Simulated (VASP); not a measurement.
Set up this calculation in VASP 6.6.1, as the native input.

```
Task                   : single point
Functional             : PBE
Potentials or basis    : VASP PAW PBE potentials, release 64 (Cu, Mo_sv)
Cutoff                 : 520 eV
k mesh                 : 6 × 6 × 2
Occupations            : gaussian, width 0.1 eV
Spin                   : collinear spin
Starting moments       : [0.0, 0.0, 0.0, 0.0, 0.0, 1.0] μB
Dipole correction      : no
Further INCAR settings : ALGO = Normal; EDIFF = 1e-06; NBANDS = 48
```

The structure of Cu5Mo lies in POSCAR:

```
Cu5Mo
1.0
    2.6000932434      0.0000000000      0.0000000000
    0.0000000000      2.6000932434      0.0000000000
    0.0000000000      0.0000000000     11.1678995469
Cu Mo
5 1
Direct
    0.5000000000      0.5000000000      0.3411417443
    0.5000000000      0.5000000000      0.6588582557
    0.0000000000      0.0000000000      0.1808796864
    0.0000000000      0.0000000000      0.8191203136
    0.0000000000      0.0000000000      0.5000000000
    0.5000000000      0.5000000000      0.0000000000
```

The cell was generated, and may not be a known phase.

One way to write it, as run:

INCAR

```
  ALGO = Normal
  EDIFF = 1E-6
  ENCUT = 520
  GGA = PE
  ISIF = 2
  ISMEAR = 0
  ISPIN = 2
  LASPH = True
  LCHARG = True
  LELF = True
  LMAXMIX = 4
  LORBIT = 11
  LREAL = False
  LVHAR = True
  LWAVE = False
  MAGMOM = 0 0 0 0 0 1
  NBANDS = 48
  NELM = 150
  PREC = Accurate
  SIGMA = 0.1
```

KPOINTS

```
k-points
0
Gamma
  6 6 2
```

Potentials or basis: VASP PAW PBE potentials, release 64 (Cu, Mo_sv).

Run with:

```console
$ cat potpaw_PBE.64/Cu/POTCAR potpaw_PBE.64/Mo_sv/POTCAR > POTCAR
$ mpirun -np 1 vasp_std > vasp.out
```

Results of the run:

The pressure is 0.7 GPa. The largest force is 0.092 eV/Å, the net moment is 0.00 μB per cell and the valence electrons inside the program's atomic spheres are Cu 9.98, 10.02, 9.99 (each value once); Mo 12.54.

Caveat: the k points lie up to 0.40 Å⁻¹ apart.

Wall time 91 s on 1 thread of AMD EPYC 9R45 96-Core Processor (Zen 5) (shared host), peak memory 0.23 GiB.
